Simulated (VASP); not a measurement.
Crystal: MnO2.

```
Mn O
1.0
     1.39927    0.80787    4.49036
    -1.39927    0.80787    4.49036
     0.00000   -1.61574    4.49036
Mn O
1 2
Direct
  0.00000 0.00000 0.00000
  0.73564 0.73564 0.73564
  0.26436 0.26436 0.26436
```

This cell differs from its parent crystal: volume scaled by 0.94.

Base run:

* Program: VASP 6.6.1
* Functional: LDA
* Potentials or basis: VASP PAW LDA potentials, release 64 (Mn_pv, O)
* Cutoff: 520 eV
* k mesh: 11 × 11 × 11
* Occupations: fermi-dirac, width 0.05 eV
* Spin: collinear spin, ferromagnetic start
* Starting moments: [4.0, 0.0, 0.0] μB

Its results: band gap on the k mesh 0.11 eV, indirect (least direct gap 0.15 eV); pressure 5.7 GPa; net moment 2.99 μB per cell; site moments Mn +2.72; O +0.09 μB; largest force 0.502 eV/Å.

Problem. The run is repeated on the same cell with these changes: functional from LDA to r2SCAN; potentials or basis from VASP PAW LDA potentials, release 64 (Mn_pv, O) to VASP PAW PBE potentials, release 64 (Mn_pv, O). What comes out?

Solution. Band gap on the k mesh 1.69 eV, indirect (least direct gap 1.77 eV); pressure 15.5 GPa; net moment 3.00 μB per cell; site moments Mn +2.87; O +0.04 μB; largest force 1.017 eV/Å.

Caveats: a cell with one magnetic atom can't hold antiferromagnetic order, which such compounds often take; the PAW data sets were made with another functional, which shifts forces and pressure a little (some runs).

A k mesh can miss the band edges.
